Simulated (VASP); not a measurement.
FeSi:

```
CELL_PARAMETERS angstrom
4.40221 0.00000 0.00000
0.00000 4.40221 0.00000
0.00000 0.00000 4.40221
ATOMIC_POSITIONS crystal
Fe 0.86309 0.63691 0.36309
Fe 0.63691 0.36309 0.86309
Fe 0.36309 0.86309 0.63691
Fe 0.13691 0.13691 0.13691
Si 0.15870 0.34130 0.65870
Si 0.34130 0.65870 0.15870
Si 0.65870 0.15870 0.34130
Si 0.84130 0.84130 0.84130
```

| Property | Result |
| --- | --- |
| Program | VASP 6.6.1 |
| Task | relaxation of cell and atoms |
| Functional | PBE |
| Potentials or basis | VASP PAW PBE potentials, release 64 (Fe, Si) |
| Cutoff | 600 eV |
| k mesh | 6 × 6 × 6 |
| Occupations | fermi-dirac, width 0.02 eV |
| Spin | no spin polarisation |

At the start: pressure 7.6 GPa; volume 10.66 Å³/atom.

Q: How do energy, volume and symmetry change on relaxing?

A: Over 11 steps the energy falls by 7.6 meV/atom and the volume is 11.00 Å³/atom (+3.2 %); space group P2_13 (No. 198, to 0.1 Å) before and after.

Step by step:
```
step  energy change (eV)  largest force (eV/Å)  pressure (GPa)  volume (Å³)
   1              0.0000                0.0828            7.56        85.31
   2              0.0491                0.2308           -8.84        91.68
   3             -0.0600                0.0597           -0.03        87.94
   4             -0.0600                0.0571            0.11        87.89
   5             -0.0608                0.0333            0.10        87.93
   6             -0.0611                0.0100            0.09        87.97
   7             -0.0611                0.0116            0.09        87.97
   8             -0.0611                0.0042           -0.12        88.06
   9             -0.0611                0.0057           -0.03        88.02
  10             -0.0611                0.0055           -0.03        88.03
  11             -0.0611                0.0007            0.02        88.01
```

Final structure:
```yaml
crystal:
  lattice:
    - [4.44815, 0.00000, 0.00000]
    - [0.00000, 4.44815, 0.00000]
    - [0.00000, 0.00000, 4.44815]
  atoms:
    - { symbol: Fe, position: [0.86362, 0.63638, 0.36362] }
    - { symbol: Fe, position: [0.63638, 0.36362, 0.86362] }
    - { symbol: Fe, position: [0.36362, 0.86362, 0.63638] }
    - { symbol: Fe, position: [0.13638, 0.13638, 0.13638] }
    - { symbol: Si, position: [0.15921, 0.34079, 0.65921] }
    - { symbol: Si, position: [0.34079, 0.65921, 0.15921] }
    - { symbol: Si, position: [0.65921, 0.15921, 0.34079] }
    - { symbol: Si, position: [0.84079, 0.84079, 0.84079] }
```
